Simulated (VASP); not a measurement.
# GaSb (I-4m2) in VASP: single point with PBEsol

Aim: the single point of GaSb with PBEsol.

Program: VASP 6.6.1. These are calculated values, not measurements. Logs are shortened: lines on timing, memory, paths and dates and some standing lists are left out, and cuts for length are marked.

**1. The cell of the first run**

The structure is tetragonal, space group I-4m2 (No. 119). The conventional cell has a = 4.213 Å, b = 4.213 Å, c = 5.806 Å, α = 90.00°, β = 90.00°, γ = 90.00°. Within 3.4 Å of Ga (site symmetry -4m2) lie 4 Sb at 2.56 Å. Sb (site symmetry -4m2) has 4 Ga at 2.56 Å within 3.4 Å.

**2. Single point, PBEsol (strain -0.025 along x and y, -0.050 along z)**

The input, INCAR:

```
SYSTEM = GaSb
  PREC = Accurate
  ENCUT = 520
  EDIFF = 1E-7
  ISMEAR = 0
  SIGMA = 0.15
  LREAL = .False.
  LASPH = .True.
  NELM = 80
  ALGO = Normal
  ISIF = 2
  LWAVE = .False.
  LCHARG = .False.
  GGA = PS
  NBANDS = 16
```

The input, KPOINTS:

```
regular mesh
0
Gamma
  18 18 18
  0 0 0
```

The input, POSCAR:

```
GaSb
1.0
    0.0000000000      2.9792237448      2.9028333923
    2.9792237448      0.0000000000      2.9028333923
    2.9792237448      2.9792237448      0.0000000000
Ga Sb
1 1
Direct
    0.0000000000      0.0000000000      0.0000000000
    0.7500000000      0.7500000000      0.7500000000
```

Potentials or basis: VASP PAW PBE potentials, release 64 (Ga_d, Sb).

Launch:

```sh
> cat potpaw_PBE.64/Ga_d/POTCAR potpaw_PBE.64/Sb/POTCAR > POTCAR
> mpirun -np 1 vasp_std > vasp.out
```

OUTCAR:

```text
SYSTEM = GaSb
   PREC = Accurate
   ENCUT = 520
   EDIFF = 1E-7
   ISMEAR = 0
   LREAL = .False.
   LASPH = .True.
   NELM = 80
   ISIF = 2
   GGA = PS

 ion  position               nearest neighbor table
   1  0.000  0.000  0.000-   2 2.56   2 2.56   2 2.56   2 2.56
   2  0.750  0.750  0.750-   1 2.56   1 2.56   1 2.56   1 2.56

  LATTYP: Found a body centered tetragonal cell.
 ALAT       =     4.2132586252
 C/A-ratio  =     1.3779516761

  Lattice vectors:

 A1 = (   0.0000000000,  -2.9792237448,  -2.9028333923)
 A2 = (   0.0000000000,   2.9792237448,  -2.9028333923)
 A3 = (   2.9792237448,   0.0000000000,   2.9028333923)

Analysis of symmetry for initial positions (statically):
=====================================================================
 Subroutine PRICEL returns:
 Original cell was already a primitive cell.

 Routine SETGRP: Setting up the symmetry group for a
 body centered tetragonal supercell.

 Subroutine GETGRP returns: Found  8 space group operations
 (whereof  8 operations were pure point group operations)
 out of a pool of 16 trial point group operations.

The static configuration has the point symmetry D_2d.

Analysis of symmetry for dynamics (positions and initial velocities):
=====================================================================
 Subroutine PRICEL returns:
 Original cell was already a primitive cell.

 Routine SETGRP: Setting up the symmetry group for a
 body centered tetragonal supercell.

 Subroutine GETGRP returns: Found  8 space group operations
 (whereof  8 operations were pure point group operations)
 out of a pool of 16 trial point group operations.

The dynamic configuration has the point symmetry D_2d.

 Subroutine INISYM returns: Found  8 space group operations
 (whereof  8 operations are pure point group operations),
 and found     1 'primitive' translations

----------------------------------------------------------------------------------------

                                     Primitive cell

  volume of cell :      51.5298

  direct lattice vectors                    reciprocal lattice vectors
     0.000000000  2.979223745  2.902833392    -0.167828952  0.167828952  0.172245504
     2.979223745  0.000000000  2.902833392     0.167828952 -0.167828952  0.172245504
     2.979223745  2.979223745  0.000000000     0.167828952  0.167828952 -0.172245504

  length of vectors
     4.159593228  4.159593228  4.213258625     0.293260342  0.293260342  0.293260342

  position of ions in fractional coordinates (direct lattice)
     0.000000000  0.000000000  0.000000000
     0.750000000  0.750000000  0.750000000

[... 77 lines left out ...]
   LREAL  =      F    real-space projection
   EDIFFG = 0.1E-05   stopping-criterion for IOM
   NSW    =      0    number of steps for IOM
   IBRION =     -1    ionic relax: 0-MD 1-quasi-New 2-CG
   NFREE  =      0    steps in history (QN), initial steepest desc. (CG)
   ISIF   =      2    stress and relaxation
   ISYM   =      2    0-nonsym 1-usesym 2-fastsym
   POTIM  = 0.5000    time-step for ionic-motion
   TEBEG  =    0.0;   TEEND  =   0.0 temperature during run
   PSTRESS=    0.0 pullay stress
   NELECT =      18.0000    total number of electrons
   NUPDOWN=      -1.0000    fix difference up-down
   EMIN   =  10.00;   EMAX   =-10.00  energy-range for DOS
   EFERMI =   0.00;   METHOD = LEGACY
   ISMEAR =     0;   SIGMA  =   0.15  broadening in eV -4-tet -1-fermi 0-gaus
   EFERMI_NEDOS =   21; number of points for ismear=-14 and -15
   IALGO  =     38    algorithm
   IMIX   =      4    mixing-type and parameters
     AMIX     =   0.40;   BMIX     =  1.00
     AMIX_MAG =   1.60;   BMIX_MAG =  1.00
  volume/ion in A,a.u.               =      25.76       173.87
  Fermi-wavevector in a.u.,A,eV,Ry     =   1.152956  2.178772 18.086340  1.329308
  Thomas-Fermi vector in A             =   2.289604
   LORBIT       =      0    0 simple, 1 ext, 2 COOP (PROOUT), +10 PAW based schemes
   GGA     = PS    functional components
   LHFCALC =     F    Hartree Fock is set to
   AEXX    =    0.0000 exact exchange contribution
   IVDW    =     0    specifies the selected vdW correction
   LEPSILON=     F    determine dielectric tensor
   LRPA    =     F    only Hartree local field effects (RPA)
 non-spin polarized calculation
 Gauss-broadening in eV      SIGMA  =   0.15
  energy-cutoff  :      520.00
  volume of cell :       51.53
 maximum number of plane-waves:      1404
   NGX = 15   NGY = 15   NGZ = 15

 number of electron      18.0000007 magnetization

 Free energy of the ion-electron system (eV)
  ---------------------------------------------------
  ext. energy  EPLUGINS =         0.00000000
  ---------------------------------------------------
  free energy    TOTEN  =        -8.04351379 eV

  energy without entropy =       -8.04349180  energy(sigma->0) =       -8.04350279

 E-fermi :   6.1403     XC(G=0):  -9.7331

 val. band max:        5.9753408154   @ k =   0.0000   0.0000   0.0000
 cond. band min:       6.3546693258   @ k =   0.3889   0.3889   0.0000
 fundamental gap:      0.3793285103
 Fermi energy:         6.1402935674

 k-point     1 :       0.0000    0.0000    0.0000
  band No.  band energies     occupation
      1      -9.3739      2.00000
      2      -9.3739      2.00000
      3      -9.3710      2.00000
      4      -9.3048      2.00000
      5      -9.3033      2.00000
      6      -6.4194      2.00000
[... 433 lines left out ...]
      3      -9.3622      2.00000
      4      -9.3051      2.00000
      5      -9.3046      2.00000
      6      -5.7363      2.00000
[... 8 lines left out ...]
     15      13.0831      0.00000
     16      14.2071      0.00000

 [... further k-points ...]

------------------------ aborting loop because EDIFF is reached ----------------------------------------

  FORCE on cell =-STRESS in cart. coord.  units (eV):
  Direction    XX          YY          ZZ          XY          YZ          ZX
  --------------------------------------------------------------------------------------
  -------------------------------------------------------------------------------------
  Total        2.0821562      2.0821562      2.4302478      0.0000000      0.0000000      0.0000000
  in kB       64.7389321     64.7389321     75.5618862      0.0000000      0.0000000      0.0000000
  external PRESSURE =      68.3465835 kB  Pullay stress =       0.0000000 kB

 VOLUME and BASIS-vectors are now :
 -----------------------------------------------------------------------------
  energy-cutoff  :      520.00
  volume of cell :       51.53
      direct lattice vectors                 reciprocal lattice vectors
     0.000000000  2.979223745  2.902833392    -0.167828952  0.167828952  0.172245504
     2.979223745  0.000000000  2.902833392     0.167828952 -0.167828952  0.172245504
     2.979223745  2.979223745  0.000000000     0.167828952  0.167828952 -0.172245504

 POSITION                                       TOTAL-FORCE (eV/Angst)
 -----------------------------------------------------------------------------------
      0.00000      0.00000      0.00000         0.000000      0.000000      0.000000
      4.46884      4.46884      4.35425        -0.000000     -0.000000     -0.000000
 -----------------------------------------------------------------------------------
    total drift:                                0.000000      0.000000     -0.000002

  FREE ENERGIE OF THE ION-ELECTRON SYSTEM (eV)
  ---------------------------------------------------
  free  energy   TOTEN  =        -8.0435137865 eV

  energy  without entropy=       -8.0434918035  energy(sigma->0) =       -8.04350279
```

stdout:

```text
POSCAR found type information on POSCAR GaSb
 POSCAR found :  2 types and       2 ions
 scaLAPACK will be used
 -----------------------------------------------------------------------------
|                                                                             |
|                                                                             |
|     You enforced a specific xc type in the INCAR file but a different       |
|     I HOPE YOU KNOW WHAT YOU ARE DOING!                                     |
|                                                                             |
 -----------------------------------------------------------------------------

 LDA part: xc-table for (Slater+PW92), standard interpolation
 POSCAR, INCAR and KPOINTS ok, starting setup
 FFT: planning ... GRIDC
 FFT: planning ... GRID_SOFT
 FFT: planning ... GRID
 WAVECAR not read
 entering main loop
```

Run time: 2.9 min. Hardware: 1 thread of Intel Xeon 8259CL, shared host; peak memory 0.51 GiB.

Results:

```yaml
Free_energy: -8.0435 eV
Pressure: 6.8 GPa
Band_gap_on_the_k_mesh: 0.38 eV (least direct gap 0.66 eV)
```

Stress tensor (GPa, compression positive):
```
6.47 0.00 0.00
0.00 6.47 0.00
0.00 0.00 7.56
```

Caveat: the cell differs from its parent crystal (strain -0.025 along x and y, -0.050 along z); the cell stands under pressure; semilocal functionals underestimate gaps, and a narrow one can read as zero; the PAW data sets were made with another functional, which shifts forces and pressure a little; spin-orbit coupling is left out, which moves the levels of the heavy elements.
